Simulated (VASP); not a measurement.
# GaCo (P4/mmm) in VASP: further runs

GaCo is run at these levels: PBEsol, r2SCAN; tasks: single point.

Program: VASP 6.6.1. These are calculated values, not measurements. Logs are shortened: lines on timing, memory, paths and dates and some standing lists are left out, and cuts for length are marked.

### Step 1. The cell of the first run

The structure is tetragonal, space group P4/mmm (No. 123). The conventional cell has a = 2.739 Å, b = 2.739 Å, c = 2.883 Å, α = 90.00°, β = 90.00°, γ = 90.00°. Ga (site symmetry 4/mmm) has 8 Co at 2.41 Å and 6 Ga at 2.74 to 2.88 Å within 3.2 Å. Within 3.2 Å of Co (site symmetry 4/mmm) lie 8 Ga at 2.41 Å and 6 Co at 2.74 to 2.88 Å.

### Step 2. Single point, PBEsol (strain -0.050 along x and y, +0.000 along z)

Input file INCAR:

```
SYSTEM = GaCo
PREC     = Accurate       ! precision mode
ENCUT    = 520            ! plane-wave cutoff, eV
EDIFF    = 1E-6           ! SCF threshold, eV
ISMEAR   = 0              ! smearing method
SIGMA    = 0.15           ! smearing width, eV
LREAL    = .FALSE.        ! projectors in reciprocal space
LASPH    = .TRUE.         ! aspherical terms in the spheres
NELM     = 100            ! most SCF steps
ALGO     = Fast           ! electronic algorithm
ISIF     = 2              ! what is computed and relaxed
LWAVE    = .FALSE.        ! write WAVECAR
LCHARG   = .TRUE.         ! write CHGCAR
GGA      = PS             ! functional
LELF     = .TRUE.         ! ELF
LVHAR    = .TRUE.       
NBANDS   = 18             ! bands
```

Input file KPOINTS:

```
Automatic mesh
0
G
  16 16 16
  0 0 0
```

Input file POSCAR:

```
GaCo
1.0
    2.7389450000      0.0000000000      0.0000000000
    0.0000000000      2.7389450000      0.0000000000
    0.0000000000      0.0000000000      2.8831000000
Ga Co
1 1
Direct
    0.5000000000      0.5000000000      0.5000000000
    0.0000000000      0.0000000000      0.0000000000
```

Potentials or basis: VASP PAW PBE potentials, release 64 (Ga_d, Co).

Run with:

```sh
> cat potpaw_PBE.64/Ga_d/POTCAR potpaw_PBE.64/Co/POTCAR > POTCAR
> mpirun -np 1 vasp_std > vasp.out
```

OUTCAR:

```text
SYSTEM = GaCo
   PREC = Accurate
   ENCUT = 520
   EDIFF = 1E-6
   ISMEAR = 0
   LREAL = .FALSE.
   LASPH = .TRUE.
   NELM = 100
   ISIF = 2
   GGA = PS

 ion  position               nearest neighbor table
   1  0.500  0.500  0.500-   2 2.41   2 2.41   2 2.41   2 2.41   2 2.41   2 2.41   2 2.41   2 2.41

   2  0.000  0.000  0.000-   1 2.41   1 2.41   1 2.41   1 2.41   1 2.41   1 2.41   1 2.41   1 2.41

  LATTYP: Found a simple tetragonal cell.
 ALAT       =     2.7389450000
 C/A-ratio  =     1.0526315789

  Lattice vectors:

 A1 = (   2.7389450000,   0.0000000000,   0.0000000000)
 A2 = (   0.0000000000,   2.7389450000,   0.0000000000)
 A3 = (   0.0000000000,   0.0000000000,   2.8831000000)

Analysis of symmetry for initial positions (statically):
=====================================================================
 Subroutine PRICEL returns:
 Original cell was already a primitive cell.

 Routine SETGRP: Setting up the symmetry group for a
 simple tetragonal supercell.

 Subroutine GETGRP returns: Found 16 space group operations
 (whereof 16 operations were pure point group operations)
 out of a pool of 16 trial point group operations.

The static configuration has the point symmetry D_4h.

Analysis of symmetry for dynamics (positions and initial velocities):
=====================================================================
 Subroutine PRICEL returns:
 Original cell was already a primitive cell.

 Routine SETGRP: Setting up the symmetry group for a
 simple tetragonal supercell.

 Subroutine GETGRP returns: Found 16 space group operations
 (whereof 16 operations were pure point group operations)
 out of a pool of 16 trial point group operations.

The dynamic configuration has the point symmetry D_4h.

 Subroutine INISYM returns: Found 16 space group operations
 (whereof 16 operations are pure point group operations),
 and found     1 'primitive' translations

----------------------------------------------------------------------------------------

                                     Primitive cell

  volume of cell :      21.6285

  direct lattice vectors                    reciprocal lattice vectors
     2.738945000  0.000000000  0.000000000     0.365104082  0.000000000  0.000000000
     0.000000000  2.738945000  0.000000000     0.000000000  0.365104082  0.000000000
     0.000000000  0.000000000  2.883100000     0.000000000  0.000000000  0.346848878

  length of vectors
     2.738945000  2.738945000  2.883100000     0.365104082  0.365104082  0.346848878

  position of ions in fractional coordinates (direct lattice)
     0.500000000  0.500000000  0.500000000
     0.000000000  0.000000000  0.000000000

  ion indices of the primitive-cell ions
   primitive index   ion index
                 1           1
                 2           2

----------------------------------------------------------------------------------------

 KPOINTS: Automatic mesh

Automatic generation of k-mesh.
 Grid dimensions read from file:
 generate k-points for:   16   16   16

 Generating k-lattice:

  Cartesian coordinates                     Fractional coordinates (reciprocal lattice)
     0.022819005  0.000000000  0.000000000     0.062500000  0.000000000  0.000000000
     0.000000000  0.022819005  0.000000000     0.000000000  0.062500000  0.000000000
     0.000000000  0.000000000  0.021678055     0.000000000  0.000000000  0.062500000

  Length of vectors
     0.022819005  0.022819005  0.021678055

  Shift w.r.t. Gamma in fractional coordinates (k-lattice)
     0.000000000  0.000000000  0.000000000

 Subroutine IBZKPT returns following result:
 ===========================================

 Found    405 irreducible k-points:

 Following reciprocal coordinates:
            Coordinates               Weight
  0.000000  0.000000  0.000000      1.000000
  0.062500  0.000000  0.000000      4.000000
  0.125000  0.000000  0.000000      4.000000
  0.187500  0.000000  0.000000      4.000000
  0.250000  0.000000  0.000000      4.000000
  0.312500  0.000000  0.000000      4.000000
[... 16 lines left out ...]
  0.437500  0.125000  0.000000      8.000000
  0.500000  0.125000  0.000000      4.000000
 [... further k-points ...]
   k-points           NKPTS =    405   k-points in BZ     NKDIM =    405   number of bands    NBANDS=     18
   number of dos      NEDOS =    301   number of ions     NIONS =      2
   total plane-waves  NPLWV =   9600
   dimension x,y,z NGX =    20 NGY =   20 NGZ =   24
   dimension x,y,z NGXF=    40 NGYF=   40 NGZF=   48
   ions per type =               1   1
   NGX,Y,Z   is equivalent  to a cutoff of  12.14, 12.14, 13.84 a.u.
   NGXF,Y,Z  is equivalent  to a cutoff of  24.28, 24.28, 27.68 a.u.
 SYSTEM =  GaCo
   PREC   = accura    normal or accurate (medium, high low for compatibility)
   ISTART =      0    job   : 0-new  1-cont  2-samecut
   ICHARG =      2    charge: 1-file 2-atom 10-const
   ISPIN  =      1    spin polarized calculation?
   LNONCOLLINEAR =      F non collinear calculations
   LSORBIT =      F    spin-orbit coupling
   LASPH  =      T    aspherical Exc in radial PAW
   ENCUT  =  520.0 eV  38.22 Ry    6.18 a.u.   5.09  5.09  5.36*2*pi/ulx,y,z
   NELM   =    100;   NELMIN=  2; NELMDL= -5     # of ELM steps
   EDIFF  = 0.1E-05   stopping-criterion for ELM
   LREAL  =      F    real-space projection
   EDIFFG = 0.1E-04   stopping-criterion for IOM
   NSW    =      0    number of steps for IOM
   IBRION =     -1    ionic relax: 0-MD 1-quasi-New 2-CG
   NFREE  =      0    steps in history (QN), initial steepest desc. (CG)
   ISIF   =      2    stress and relaxation
   ISYM   =      2    0-nonsym 1-usesym 2-fastsym
   POTIM  = 0.5000    time-step for ionic-motion
   TEBEG  =    0.0;   TEEND  =   0.0 temperature during run
   PSTRESS=    0.0 pullay stress
   NELECT =      22.0000    total number of electrons
   NUPDOWN=      -1.0000    fix difference up-down
   EMIN   =  10.00;   EMAX   =-10.00  energy-range for DOS
   EFERMI =   0.00;   METHOD = LEGACY
   ISMEAR =     0;   SIGMA  =   0.15  broadening in eV -4-tet -1-fermi 0-gaus
   EFERMI_NEDOS =   21; number of points for ismear=-14 and -15
   IALGO  =     68    algorithm
   IMIX   =      4    mixing-type and parameters
     AMIX     =   0.40;   BMIX     =  1.00
     AMIX_MAG =   1.60;   BMIX_MAG =  1.00
  volume/ion in A,a.u.               =      10.81        72.98
  Fermi-wavevector in a.u.,A,eV,Ry     =   1.646419  3.111280 36.881237  2.710694
  Thomas-Fermi vector in A             =   2.736050
   LORBIT       =      0    0 simple, 1 ext, 2 COOP (PROOUT), +10 PAW based schemes
   GGA     = PS    functional components
   LHFCALC =     F    Hartree Fock is set to
   AEXX    =    0.0000 exact exchange contribution
   IVDW    =     0    specifies the selected vdW correction
   LEPSILON=     F    determine dielectric tensor
   LRPA    =     F    only Hartree local field effects (RPA)
 non-spin polarized calculation
 RMM-DIIS sequential band-by-band and
 Gauss-broadening in eV      SIGMA  =   0.15
  energy-cutoff  :      520.00
  volume of cell :       21.63
 maximum number of plane-waves:       598
   NGX = 11   NGY = 11   NGZ = 11

 number of electron      22.0000021 magnetization

 Free energy of the ion-electron system (eV)
  ---------------------------------------------------
  ext. energy  EPLUGINS =         0.00000000
  ---------------------------------------------------
  free energy    TOTEN  =       -11.72217285 eV

  energy without entropy =      -11.71044680  energy(sigma->0) =      -11.71630983

 E-fermi :  10.9280     XC(G=0): -13.9299

 val. band max:       10.9207367320   @ k =   0.5000   0.0625   0.3750
 cond. band min:      10.9287509939   @ k =   0.4375   0.4375   0.0000
 fundamental gap:      0.0080142618
 Fermi energy:        10.9280053657

 k-point     1 :       0.0000    0.0000    0.0000
  band No.  band energies     occupation
      1      -4.3711      2.00000
      2      -4.3094      2.00000
      3      -3.8857      2.00000
      4      -3.8857      2.00000
      5      -3.8562      2.00000
      6      -1.9553      2.00000
[... 10 lines left out ...]
     17      25.5463      0.00000
     18      34.7271      0.00000

 k-point     2 :       0.0625    0.0000    0.0000
  band No.  band energies     occupation
      1      -4.3600      2.00000
      2      -4.3019      2.00000
      3      -3.8916      2.00000
      4      -3.8843      2.00000
      5      -3.8617      2.00000
      6      -1.8734      2.00000
[... 10 lines left out ...]
     17      26.0033      0.00000
     18      33.7808      0.00000

 k-point     3 :       0.1250    0.0000    0.0000
  band No.  band energies     occupation
      1      -4.3353      2.00000
      2      -4.2748      2.00000
      3      -3.9085      2.00000
      4      -3.8803      2.00000
      5      -3.8775      2.00000
      6      -1.6270      2.00000
[... 10 lines left out ...]
     17      27.5113      0.00000
     18      32.7100      0.00000

 k-point     4 :       0.1875    0.0000    0.0000
  band No.  band energies     occupation
      1      -4.3115      2.00000
      2      -4.2234      2.00000
      3      -3.9336      2.00000
      4      -3.9011      2.00000
      5      -3.8744      2.00000
      6      -1.2147      2.00000
[... 375 lines left out ...]
      4      -4.0151      2.00000
      5      -3.8855      2.00000
      6       1.2771      2.00000
[... 10 lines left out ...]
     17      26.0710      0.00000
     18      27.6026      0.00000

 k-point    23 :       0.4375    0.1250    0.0000
  band No.  band energies     occupation
      1      -4.1992      2.00000
      2      -4.0504      2.00000
      3      -4.0372      2.00000
      4      -3.9785      2.00000
      5      -3.8829      2.00000
      6       2.2544      2.00000
[... 10 lines left out ...]
     17      24.6094      0.00000
     18      26.9549      0.00000

 k-point    24 :       0.5000    0.1250    0.0000
  band No.  band energies     occupation
      1      -4.1960      2.00000
      2      -4.0569      2.00000
      3      -4.0432      2.00000
      4      -3.9658      2.00000
      5      -3.8820      2.00000
      6       3.0192      2.00000
[... 10 lines left out ...]
     17      23.7827      0.00000
     18      26.6918      0.00000

 [... further k-points ...]
[... 5 lines left out ...]
  --------------------------------------------------------------------------------------
  -------------------------------------------------------------------------------------
  Total        1.9248413      1.9248413      1.5667323      0.0000000      0.0000000     -0.0000000
  in kB      142.5867530    142.5867530    116.0590615      0.0000000      0.0000000     -0.0000000
  external PRESSURE =     133.7441891 kB  Pullay stress =       0.0000000 kB

 VOLUME and BASIS-vectors are now :
 -----------------------------------------------------------------------------
  energy-cutoff  :      520.00
  volume of cell :       21.63
      direct lattice vectors                 reciprocal lattice vectors
     2.738945000  0.000000000  0.000000000     0.365104082  0.000000000  0.000000000
     0.000000000  2.738945000  0.000000000     0.000000000  0.365104082  0.000000000
     0.000000000  0.000000000  2.883100000     0.000000000  0.000000000  0.346848878

 POSITION                                       TOTAL-FORCE (eV/Angst)
 -----------------------------------------------------------------------------------
      1.36947      1.36947      1.44155         0.000000      0.000000      0.000000
      0.00000      0.00000      0.00000         0.000000      0.000000      0.000000
 -----------------------------------------------------------------------------------
    total drift:                               -0.000000      0.000000      0.000000

  FREE ENERGIE OF THE ION-ELECTRON SYSTEM (eV)
  ---------------------------------------------------
  free  energy   TOTEN  =       -11.7221728549 eV

  energy  without entropy=      -11.7104467975  energy(sigma->0) =      -11.71630983
```

Run time: 62 s. Hardware: 1 thread of Intel Xeon 6975P-C (Granite Rapids), shared host; peak memory 0.26 GiB.

What came out:

```
Free energy            : -11.7222 eV
Pressure               : 13.4 GPa
Band gap on the k mesh : zero (bands 11 and 12 overlap by 2.08 eV)
```

Stress tensor (GPa, compression positive):
```
14.26  0.00  0.00
 0.00 14.26  0.00
 0.00  0.00 11.61
```

Caveat: the cell differs from its parent crystal (strain -0.050 along x and y, +0.000 along z); the cell stands under pressure; the PAW data sets were made with another functional, which shifts forces and pressure a little; the run has no spin polarisation, though such a crystal can be magnetic. Spin polarisation is off, so any magnetic state and its effect on volume and gap are missing.

(Part 1 of 2 ends here.)
